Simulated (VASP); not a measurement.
# NaB4 (Pmmm) in VASP: further runs

Runs on NaB4. Level: PBE. Tasks: single point, relaxation of cell and atoms.

Program: VASP 6.6.1. These are calculated values, not measurements. Logs are shortened: lines on timing, memory, paths and dates and some standing lists are left out, and cuts for length are marked.

### Step 1. The cell of the first run

Symmetry: Pmmm, No. 47, orthorhombic system. The conventional cell has a = 3.025 Å, b = 4.533 Å, c = 4.959 Å, α = 90.00°, β = 90.00°, γ = 90.00°. Within 3.7 Å of Na (site symmetry mmm) lie 12 B at 2.79 to 2.86 Å and 2 Na at 3.02 Å. B (site symmetry mm2) has 3 B at 1.69 to 1.72 Å within 2.2 Å. Within 2.2 Å of B (site symmetry mm2) lie 3 B at 1.69 to 1.73 Å.

### Step 2. Single point, PBE

Input file INCAR:

```
SYSTEM = NaB4
PREC     = Accurate       ! precision mode
ENCUT    = 520            ! plane-wave cutoff, eV
EDIFF    = 1E-7           ! SCF threshold, eV
ISMEAR   = 0              ! smearing method
SIGMA    = 0.1            ! smearing width, eV
LREAL    = .False.        ! projectors in reciprocal space
LASPH    = .True.         ! aspherical terms in the spheres
NELM     = 60             ! most SCF steps
ALGO     = Normal         ! electronic algorithm
ISIF     = 2              ! what is computed and relaxed
LWAVE    = .False.        ! write WAVECAR
LCHARG   = .False.        ! write CHGCAR
GGA      = PE             ! functional
NBANDS   = 18             ! bands
```

Input file KPOINTS:

```
Automatic mesh
0
Gamma
  6 6 4
  0 0 0
```

Input file POSCAR:

```
NaB4
1.0
    4.5327516519      0.0000000000      0.0000000000
    0.0000000000      3.0245946892      0.0000000000
    0.0000000000      0.0000000000      4.9590658382
Na B
1 4
Direct
    0.5000000000      0.5000000000      0.5000000000
    0.0000000000      0.5000000000      0.8269914457
    0.0000000000      0.0000000000      0.3254642657
    0.0000000000      0.0000000000      0.6745357343
    0.0000000000      0.5000000000      0.1730085543
```

Potentials or basis: VASP PAW PBE potentials, release 64 (Na_pv, B).

On the command line:

```bash
$ cat potpaw_PBE.64/Na_pv/POTCAR potpaw_PBE.64/B/POTCAR > POTCAR
$ mpirun -np 1 vasp_std > vasp.out
```

OUTCAR:

```text
SYSTEM = NaB4
   PREC = Accurate
   ENCUT = 520
   EDIFF = 1E-7
   ISMEAR = 0
   LREAL = .False.
   LASPH = .True.
   NELM = 60
   ISIF = 2
   GGA = PE

 ion  position               nearest neighbor table
   1  0.500  0.500  0.500-
   2  0.000  0.500  0.827-   4 1.69   4 1.69   5 1.72
   3  0.000  0.000  0.325-   5 1.69   5 1.69   4 1.73
   4  0.000  0.000  0.675-   2 1.69   2 1.69   3 1.73
   5  0.000  0.500  0.173-   3 1.69   3 1.69   2 1.72

  LATTYP: Found a simple orthorhombic cell.
 ALAT       =     3.0245946892
 B/A-ratio  =     1.4986310953
 C/A-ratio  =     1.6395802902

  Lattice vectors:

 A1 = (   0.0000000000,  -3.0245946892,   0.0000000000)
 A2 = (   4.5327516519,   0.0000000000,   0.0000000000)
 A3 = (   0.0000000000,   0.0000000000,   4.9590658382)

Analysis of symmetry for initial positions (statically):
=====================================================================
 Subroutine PRICEL returns:
 Original cell was already a primitive cell.

 Routine SETGRP: Setting up the symmetry group for a
 simple orthorhombic supercell.

 Subroutine GETGRP returns: Found  8 space group operations
 (whereof  8 operations were pure point group operations)
 out of a pool of  8 trial point group operations.

The static configuration has the point symmetry D_2h.

Analysis of symmetry for dynamics (positions and initial velocities):
=====================================================================
 Subroutine PRICEL returns:
 Original cell was already a primitive cell.

 Routine SETGRP: Setting up the symmetry group for a
 simple orthorhombic supercell.

 Subroutine GETGRP returns: Found  8 space group operations
 (whereof  8 operations were pure point group operations)
 out of a pool of  8 trial point group operations.

The dynamic configuration has the point symmetry D_2h.

 Subroutine INISYM returns: Found  8 space group operations
 (whereof  8 operations are pure point group operations),
 and found     1 'primitive' translations

----------------------------------------------------------------------------------------

                                     Primitive cell

  volume of cell :      67.9875

  direct lattice vectors                    reciprocal lattice vectors
     4.532751652  0.000000000  0.000000000     0.220616543  0.000000000  0.000000000
     0.000000000  3.024594689  0.000000000     0.000000000  0.330622812  0.000000000
     0.000000000  0.000000000  4.959065838     0.000000000  0.000000000  0.201650882

  length of vectors
     4.532751652  3.024594689  4.959065838     0.220616543  0.330622812  0.201650882

  position of ions in fractional coordinates (direct lattice)
     0.500000000  0.500000000  0.500000000
     0.000000000  0.500000000  0.826991446
     0.000000000  0.000000000  0.325464266
     0.000000000  0.000000000  0.674535734
     0.000000000  0.500000000  0.173008554

  ion indices of the primitive-cell ions
   primitive index   ion index
                 1           1
                 2           2
                 3           3
                 4           4
                 5           5

----------------------------------------------------------------------------------------

 KPOINTS: Automatic mesh

Automatic generation of k-mesh.
 Grid dimensions read from file:
 generate k-points for:    6    6    4

 Generating k-lattice:

  Cartesian coordinates                     Fractional coordinates (reciprocal lattice)
     0.036769424  0.000000000  0.000000000     0.166666667  0.000000000  0.000000000
     0.000000000  0.055103802  0.000000000     0.000000000  0.166666667  0.000000000
     0.000000000  0.000000000  0.050412720     0.000000000  0.000000000  0.250000000

  Length of vectors
     0.036769424  0.055103802  0.050412720

  Shift w.r.t. Gamma in fractional coordinates (k-lattice)
     0.000000000  0.000000000  0.000000000

 Subroutine IBZKPT returns following result:
 ===========================================

 Found     48 irreducible k-points:

 Following reciprocal coordinates:
            Coordinates               Weight
  0.000000  0.000000  0.000000      1.000000
  0.166667  0.000000  0.000000      2.000000
  0.333333  0.000000  0.000000      2.000000
  0.500000  0.000000  0.000000      1.000000
  0.000000  0.166667  0.000000      2.000000
  0.166667  0.166667  0.000000      4.000000
[... 16 lines left out ...]
  0.333333  0.166667  0.250000      8.000000
  0.500000  0.166667  0.250000      4.000000
 [... further k-points ...]
   k-points           NKPTS =     48   k-points in BZ     NKDIM =     48   number of bands    NBANDS=     18
   number of dos      NEDOS =    301   number of ions     NIONS =      5
   total plane-waves  NPLWV =  34560
   dimension x,y,z NGX =    36 NGY =   24 NGZ =   40
   dimension x,y,z NGXF=    72 NGYF=   48 NGZF=   80
   ions per type =               1   4
   NGX,Y,Z   is equivalent  to a cutoff of  13.20, 13.19, 13.41 a.u.
   NGXF,Y,Z  is equivalent  to a cutoff of  26.41, 26.38, 26.82 a.u.
 SYSTEM =  NaB4
   PREC   = accura    normal or accurate (medium, high low for compatibility)
   ISTART =      0    job   : 0-new  1-cont  2-samecut
   ICHARG =      2    charge: 1-file 2-atom 10-const
   ISPIN  =      1    spin polarized calculation?
   LNONCOLLINEAR =      F non collinear calculations
   LSORBIT =      F    spin-orbit coupling
   LASPH  =      T    aspherical Exc in radial PAW
   ENCUT  =  520.0 eV  38.22 Ry    6.18 a.u.   8.43  5.62  9.22*2*pi/ulx,y,z
   NELM   =     60;   NELMIN=  2; NELMDL= -5     # of ELM steps
   EDIFF  = 0.1E-06   stopping-criterion for ELM
   LREAL  =      F    real-space projection
   EDIFFG = 0.1E-05   stopping-criterion for IOM
   NSW    =      0    number of steps for IOM
   IBRION =     -1    ionic relax: 0-MD 1-quasi-New 2-CG
   NFREE  =      0    steps in history (QN), initial steepest desc. (CG)
   ISIF   =      2    stress and relaxation
   ISYM   =      2    0-nonsym 1-usesym 2-fastsym
   POTIM  = 0.5000    time-step for ionic-motion
   TEBEG  =    0.0;   TEEND  =   0.0 temperature during run
   PSTRESS=    0.0 pullay stress
   NELECT =      19.0000    total number of electrons
   NUPDOWN=      -1.0000    fix difference up-down
   EMIN   =  10.00;   EMAX   =-10.00  energy-range for DOS
   EFERMI =   0.00;   METHOD = LEGACY
   ISMEAR =     0;   SIGMA  =   0.10  broadening in eV -4-tet -1-fermi 0-gaus
   EFERMI_NEDOS =   21; number of points for ismear=-14 and -15
   IALGO  =     38    algorithm
   IMIX   =      4    mixing-type and parameters
     AMIX     =   0.40;   BMIX     =  1.00
     AMIX_MAG =   1.60;   BMIX_MAG =  1.00
  volume/ion in A,a.u.               =      13.60        91.76
  Fermi-wavevector in a.u.,A,eV,Ry     =   1.070327  2.022624 15.586825  1.145599
  Thomas-Fermi vector in A             =   2.206033
   LORBIT       =      0    0 simple, 1 ext, 2 COOP (PROOUT), +10 PAW based schemes
   GGA     = PE    functional components
   LHFCALC =     F    Hartree Fock is set to
   AEXX    =    0.0000 exact exchange contribution
   IVDW    =     0    specifies the selected vdW correction
   LEPSILON=     F    determine dielectric tensor
   LRPA    =     F    only Hartree local field effects (RPA)
 non-spin polarized calculation
 Gauss-broadening in eV      SIGMA  =   0.10
  energy-cutoff  :      520.00
  volume of cell :       67.99
 maximum number of plane-waves:      1848
 NGX is ok and might be reduce to    36
   NGX = 17   NGY = 11   NGZ = 19

 number of electron      18.9999984 magnetization

 Free energy of the ion-electron system (eV)
  ---------------------------------------------------
  ext. energy  EPLUGINS =         0.00000000
  ---------------------------------------------------
  free energy    TOTEN  =       -25.05770713 eV

  energy without entropy =      -25.05075372  energy(sigma->0) =      -25.05423043

 E-fermi :   1.2533     XC(G=0):  -8.7737

 val. band max:        1.2390010118   @ k =   0.1667   0.3333   0.5000
 cond. band min:       1.3428812169   @ k =   0.0000   0.0000   0.2500
 fundamental gap:      0.1038802051
 Fermi energy:         1.2533012653

 k-point     1 :       0.0000    0.0000    0.0000
  band No.  band energies     occupation
      1     -22.1979      2.00000
      2     -22.1648      2.00000
      3     -22.1423      2.00000
      4      -9.2805      2.00000
      5      -4.9760      2.00000
      6      -4.4953      2.00000
[... 10 lines left out ...]
     17      10.4465      0.00000
     18      10.9414      0.00000

 k-point     2 :       0.1667    0.0000    0.0000
  band No.  band energies     occupation
      1     -22.1978      2.00000
      2     -22.1648      2.00000
      3     -22.1441      2.00000
      4      -9.2312      2.00000
      5      -4.9571      2.00000
      6      -4.4683      2.00000
[... 10 lines left out ...]
     17      10.6569      0.00000
     18      10.9427      0.00000

 k-point     3 :       0.3333    0.0000    0.0000
  band No.  band energies     occupation
      1     -22.1974      2.00000
      2     -22.1646      2.00000
      3     -22.1476      2.00000
      4      -9.1277      2.00000
      5      -4.9181      2.00000
      6      -4.4124      2.00000
[... 10 lines left out ...]
     17      11.1728      0.00000
     18      11.8354      0.00000

 k-point     4 :       0.5000    0.0000    0.0000
  band No.  band energies     occupation
      1     -22.1973      2.00000
      2     -22.1646      2.00000
      3     -22.1494      2.00000
      4      -9.0731      2.00000
      5      -4.8982      2.00000
      6      -4.3833      2.00000
[... 375 lines left out ...]
      4      -8.6050      2.00000
      5      -6.3311      2.00000
      6      -2.2096      2.00000
[... 10 lines left out ...]
     17      10.6908      0.00000
     18      12.2566      0.00000

 k-point    23 :       0.3333    0.1667    0.2500
  band No.  band energies     occupation
      1     -22.2004      2.00000
      2     -22.1937      2.00000
      3     -22.1421      2.00000
      4      -8.5122      2.00000
      5      -6.2729      2.00000
      6      -2.1788      2.00000
[... 10 lines left out ...]
     17      10.7162      0.00000
     18      11.9173      0.00000

 k-point    24 :       0.5000    0.1667    0.2500
  band No.  band energies     occupation
      1     -22.2002      2.00000
      2     -22.1935      2.00000
      3     -22.1437      2.00000
      4      -8.4635      2.00000
      5      -6.2427      2.00000
      6      -2.1630      2.00000
[... 10 lines left out ...]
     17      10.7647      0.00000
     18      12.2807      0.00000

 [... further k-points ...]
[... 5 lines left out ...]
  --------------------------------------------------------------------------------------
  -------------------------------------------------------------------------------------
  Total        0.1699066     -0.0399212     -0.0626810     -0.0000000      0.0000000      0.0000000
  in kB        4.0039800     -0.9407739     -1.4771262     -0.0000000      0.0000000      0.0000000
  external PRESSURE =       0.5286933 kB  Pullay stress =       0.0000000 kB

 VOLUME and BASIS-vectors are now :
 -----------------------------------------------------------------------------
  energy-cutoff  :      520.00
  volume of cell :       67.99
      direct lattice vectors                 reciprocal lattice vectors
     4.532751652  0.000000000  0.000000000     0.220616543  0.000000000  0.000000000
     0.000000000  3.024594689  0.000000000     0.000000000  0.330622812  0.000000000
     0.000000000  0.000000000  4.959065838     0.000000000  0.000000000  0.201650882

 POSITION                                       TOTAL-FORCE (eV/Angst)
 -----------------------------------------------------------------------------------
      2.26638      1.51230      2.47953         0.000000      0.000000      0.000000
      0.00000      1.51230      4.10111         0.000000      0.000000      0.010006
      0.00000      0.00000      1.61400         0.000000      0.000000      0.005904
      0.00000      0.00000      3.34507         0.000000     -0.000000     -0.005904
      0.00000      1.51230      0.85796         0.000000     -0.000000     -0.010006
 -----------------------------------------------------------------------------------
    total drift:                                0.000000      0.000000      0.000000

  FREE ENERGIE OF THE ION-ELECTRON SYSTEM (eV)
  ---------------------------------------------------
  free  energy   TOTEN  =       -25.0577071315 eV

  energy  without entropy=      -25.0507537247  energy(sigma->0) =      -25.05423043
```

Wall time 43 s (1 thread of Intel Xeon Platinum 8375C at 2.90GHz (Ice Lake), shared host); peak memory 0.19 GiB.

What came out:

| Item | Value |
| --- | --- |
| Free energy | -25.0577 eV |
| Pressure | 0.1 GPa |
| Largest force | 0.010 eV/Å |

Forces in eV/Å, atoms in the order of the input:
```
Na   0.000  0.000  0.000
B    0.000  0.000  0.010
B    0.000  0.000  0.006
B    0.000  0.000 -0.006
B    0.000  0.000 -0.010
```

Stress tensor (GPa, compression positive):
```
 0.40  0.00  0.00
 0.00 -0.09  0.00
 0.00  0.00 -0.15
```

Levels at points of the mesh, in eV from the Fermi level:
| k point | band 5 | band 6 | band 7 | band 8 | band 9 | band 10 | band 11 | band 12 | band 13 | band 14 |
| --- | --- | --- | --- | --- | --- | --- | --- | --- | --- | --- |
| (0.00, 0.00, 0.00) | -6.23 | -5.75 | -2.62 | -1.36 | 1.18 | 1.25 | 2.50 | 2.68 | 4.49 | 7.16 |
| (0.50, 0.00, 0.00) | -6.15 | -5.64 | -3.91 | -1.35 | 0.45 | 1.27 | 2.52 | 3.19 | 6.60 | 7.51 |
| (0.00, 0.50, 0.00) | -7.51 | -3.80 | -3.63 | -2.66 | -2.55 | 0.51 | 0.93 | 4.74 | 4.95 | 5.83 |
| (0.50, 0.50, 0.00) | -7.41 | -3.77 | -3.54 | -2.58 | -2.51 | -0.45 | -0.08 | 4.00 | 4.17 | 8.70 |
| (0.00, 0.00, 0.50) | -9.20 | -1.49 | -1.22 | -1.02 | -0.97 | -0.34 | -0.28 | 3.83 | 4.40 | 7.94 |
| (0.50, 0.00, 0.50) | -9.09 | -2.78 | -2.23 | -0.99 | -0.91 | -0.34 | -0.26 | 7.27 | 7.90 | 8.07 |
| (0.00, 0.50, 0.50) | -6.63 | -6.21 | -5.85 | -0.38 | -0.23 | 0.80 | 1.28 | 3.72 | 4.00 | 6.60 |
| (0.50, 0.50, 0.50) | -6.55 | -6.06 | -5.76 | -0.38 | -0.22 | -0.04 | 0.53 | 2.56 | 2.63 | 8.90 |

### Step 3. Relaxation of cell and atoms, PBE

This run uses another cell than the first one, of 9.21 Å³/atom, 0.678 times its volume.

Input file INCAR:

```
SYSTEM = NaB4
PREC = Accurate
ENCUT = 600
EDIFF = 1E-7
ISMEAR = 0
SIGMA = 0.1
LREAL = .FALSE.
LASPH = .TRUE.
NELM = 100
ALGO = Normal
ISIF = 3
LWAVE = .FALSE.
LCHARG = .FALSE.
GGA = PE
IBRION = 2
NSW = 90
EDIFFG = -0.04
```

Input file KPOINTS:

```
regular mesh
0
G
  6 6 4
  0 0 0
```

Input file POSCAR:

```
NaB4
1.0
    2.8576189400      0.0000000000      0.0000000000
    0.0000000000      3.0507352400      0.0000000000
    0.0000000000      0.0000000000      5.2840275800
Na B
1 4
Direct
    0.5000000000      0.5000000000      0.5000000000
    0.0000000000      0.5000000000      0.8333333300
    0.0000000000      0.0000000000      0.3333333300
    0.0000000000      0.0000000000      0.6666666700
    0.0000000000      0.5000000000      0.1666666700
```

Potentials or basis: VASP PAW PBE potentials, release 64 (Na_pv, B).

On the command line:

```bash
$ cat potpaw_PBE.64/Na_pv/POTCAR potpaw_PBE.64/B/POTCAR > POTCAR
$ mpirun -np 1 vasp_std > vasp.out
```

It took 6.9 min on 1 thread of Intel Xeon Platinum 8375C at 2.90GHz (Ice Lake), shared host; peak memory 0.18 GiB.

It converged, with:

* Free energy: -25.3152 eV
* Relaxed volume: 13.54 Å³/atom
* Relaxed cell: a = 3.779 Å, b = 3.144 Å, c = 5.699 Å, α = 90.00°, β = 90.00°, γ = 90.00°
* Space group after relaxing (to 0.05 Å): Pmmm (No. 47)
* Energy gained by relaxing: 542.9 meV/atom
* Ionic steps: 33
* Pressure after relaxing: -0.3 GPa
* Largest force after relaxing: 0.030 eV/Å

Forces in eV/Å, atoms in the order of the input:
```
Na   0.000  0.000  0.000
B    0.000  0.000  0.030
B    0.000  0.000  0.018
B    0.000  0.000 -0.018
B    0.000  0.000 -0.030
```

Step by step:
| step | energy change (eV) | largest force (eV/Å) | pressure (GPa) | volume (Å³) |
| --- | --- | --- | --- | --- |
| 1 | 0.0000 | 1.8365 | 21.28 | 46.07 |
| 2 | -0.7430 | 0.8666 | -3.01 | 54.70 |
| 3 | -0.7442 | 0.7789 | -2.40 | 54.33 |
| 4 | -1.1360 | 0.8090 | -0.15 | 55.27 |
| 5 | -1.6680 | 0.7335 | 14.35 | 57.03 |
| 6 | -1.8168 | 0.5422 | 13.29 | 58.23 |
| 7 | -2.1773 | 0.3570 | 10.76 | 61.77 |
| 8 | -2.3245 | 0.3221 | 6.88 | 68.63 |
| 9 | -2.3435 | 0.2823 | 7.97 | 66.85 |
| 10 | -2.4950 | 0.1195 | 3.05 | 68.26 |
| 11 | -2.5235 | 0.2026 | -0.57 | 69.45 |
| 12 | -2.5245 | 0.1929 | -0.07 | 69.27 |
| 13 | -2.5244 | 0.1900 | 0.08 | 69.23 |
| 14 | -2.5271 | 0.2012 | 0.07 | 69.24 |
| 15 | -2.5351 | 0.2320 | 0.02 | 69.29 |
| 16 | -2.5502 | 0.2801 | -0.05 | 69.38 |
| 17 | -2.5755 | 0.3387 | -0.15 | 69.52 |
| 18 | -2.6063 | 0.4407 | -0.24 | 69.68 |
| 19 | -2.6072 | 0.7097 | -0.31 | 69.48 |
| 20 | -2.6196 | 0.5035 | -0.21 | 69.69 |
| 21 | -2.6237 | 0.4896 | -0.28 | 69.70 |
| 22 | -2.6354 | 0.4471 | -0.53 | 69.75 |
| 23 | -2.6559 | 0.3603 | -1.02 | 69.82 |
| 24 | -2.6846 | 0.2773 | -1.96 | 69.92 |
| 25 | -2.6467 | 0.7213 | -3.30 | 69.91 |
| 26 | -2.6903 | 0.2118 | -2.22 | 69.94 |
| 27 | -2.7019 | 0.1538 | -1.20 | 69.33 |
| 28 | -2.7050 | 0.2496 | -0.36 | 68.86 |
| 29 | -2.7080 | 0.1874 | -0.29 | 68.65 |
| 30 | -2.7131 | 0.0157 | -0.04 | 68.03 |
| 31 | -2.7137 | 0.0529 | 0.08 | 67.76 |
| 32 | -2.7142 | 0.0289 | -0.44 | 67.67 |
| 33 | -2.7145 | 0.0301 | -0.26 | 67.70 |

Final structure:
```xyz
5
Lattice="3.7789 0.0000 0.0000 0.0000 3.1438 0.0000 0.0000 0.0000 5.6986" Properties=species:S:1:pos:R:3 pbc="T T T"
Na    1.8894    1.5719    2.8493
B     0.0000    1.5719    4.7856
B     0.0000    0.0000    1.0268
B     0.0000    0.0000    4.6718
B     0.0000    1.5719    0.9130
```

Levels at points of the mesh, in eV from the Fermi level:
| k point | band 7 | band 8 | band 9 | band 10 | band 11 | band 12 | band 13 |
| --- | --- | --- | --- | --- | --- | --- | --- |
| (0.00, 0.00, 0.00) | -4.51 | -2.35 | -2.15 | 0.51 | 3.22 | 4.32 | 5.15 |
| (0.50, 0.00, 0.00) | -4.44 | -4.28 | -2.09 | -1.32 | 3.53 | 3.71 | 5.32 |
| (0.00, 0.50, 0.00) | -5.23 | -1.44 | -1.20 | 1.08 | 1.31 | 3.87 | 4.19 |
| (0.50, 0.50, 0.00) | -4.89 | -1.04 | -0.99 | -0.86 | -0.72 | 1.96 | 2.47 |
| (0.00, 0.00, 0.50) | -3.35 | -2.28 | -2.21 | 0.31 | 1.58 | 3.27 | 5.20 |
| (0.50, 0.00, 0.50) | -4.30 | -3.10 | -2.15 | -2.14 | 2.58 | 3.57 | 5.90 |
| (0.00, 0.50, 0.50) | -5.67 | -0.38 | 0.32 | 1.11 | 1.47 | 3.31 | 3.51 |
| (0.50, 0.50, 0.50) | -5.30 | -0.78 | -0.59 | -0.26 | 0.65 | 1.21 | 1.88 |

Caveat: the k points lie up to 0.33 Å⁻¹ apart in the final cell; the volume moved by over 15 % at a fixed basis, so the end points are rough.

[end of part 1 of 2]
